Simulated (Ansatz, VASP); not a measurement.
One calculation of Be8H, two programs

```
CELL_PARAMETERS angstrom
3.85277 -0.00097 0.00000
-0.00097 3.85277 0.00000
0.00000 0.00000 4.59268
ATOMIC_POSITIONS crystal
Be 0.30473 0.30473 0.00000
Be 0.30237 0.30237 0.50000
Be 0.69763 0.69763 0.50000
Be 0.69527 0.69527 0.00000
Be 0.20515 0.79485 0.26017
Be 0.20515 0.79485 0.73983
Be 0.79485 0.20515 0.26017
Be 0.79485 0.20515 0.73983
H 0.00000 0.00000 0.00000
```

Alike in both runs: task relaxation of cell and atoms; functional PBE; k mesh 8 × 8 × 8; occupations gaussian, width 0.1 eV; no spin polarisation.

|  | VASP | Ansatz |
| --- | --- | --- |
| version | VASP 6.6.1 | Ansatz 0.2.0 |
| potentials or method | VASP PAW PBE potentials, release 64 (Be, H), cutoff 600 eV | scalar-relativistic, plane waves, PAW |
| valence electrons in the cell | 17 | 17 |

Ansatz gave:

| Property | Result |
| --- | --- |
| gap on the k mesh at the Fermi level, each at its own relaxed structure (eV) | none |
| relaxed volume (Å³/atom) | 7.58 |
| relaxed cell length with the largest relative difference (Å) | 3.848 |

Problem. Which values does VASP return?

Solution. gap on the k mesh at the Fermi level, each at its own relaxed structure (eV): none; relaxed volume (Å³/atom): 7.59; relaxed cell length with the largest relative difference (Å): 3.850.

A gap of «none» marks a metal or a gap that the smearing closes.
